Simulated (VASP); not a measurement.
Write the native input for VASP 6.6.1 that does the following.

```
Task                   : single point
Functional             : PBE
Potentials or basis    : VASP PAW PBE potentials, release 64 (Pt)
Cutoff                 : 520 eV
k mesh                 : 18 × 18 × 10
Occupations            : gaussian, width 0.15 eV
Spin                   : no spin polarisation
Dipole correction      : no
Further INCAR settings : ALGO = Fast; EDIFF = 1e-06; NBANDS = 17
```

The structure of Pt lies in POSCAR:

```
Pt
1.0
    2.6137000000      0.0000000000      0.0000000000
   -1.3068500000      2.2635305979      0.0000000000
    0.0000000000      0.0000000000      4.7813829983
Pt
2
Direct
    0.6666666667      0.3333333333      0.7500000000
    0.3333333333      0.6666666667      0.2500000000
```

One way to write it, as run:

INCAR

```
ALGO = Fast ; EDIFF = 1E-6
ENCUT = 520 ; GGA = PE
ISIF = 2 ; ISMEAR = 0
LASPH = T ; LCHARG = F
LREAL = F ; LWAVE = F
NBANDS = 17 ; NELM = 60
PREC = Accurate ; SIGMA = 0.15
```

KPOINTS

```
k-points
0
Gamma
  18 18 10
```

Potentials or basis: VASP PAW PBE potentials, release 64 (Pt).

Launch:

```console
$ cat potpaw_PBE.64/Pt/POTCAR > POTCAR
$ mpirun -np 1 vasp_std > vasp.out
```

Results of the run:

```yaml
Pressure: 38.0 GPa
Band_gap_on_the_k_mesh: zero (band 10 reaches 13.36 eV, above the bottom of band 11 at 11.68 eV)
```

Caveat: spin-orbit coupling is left out, which moves the levels of the heavy elements.

It took 35 s on 1 thread of Intel(R) Xeon(R) 6975P-C (Granite Rapids) (shared host), peak memory 0.2 GiB.
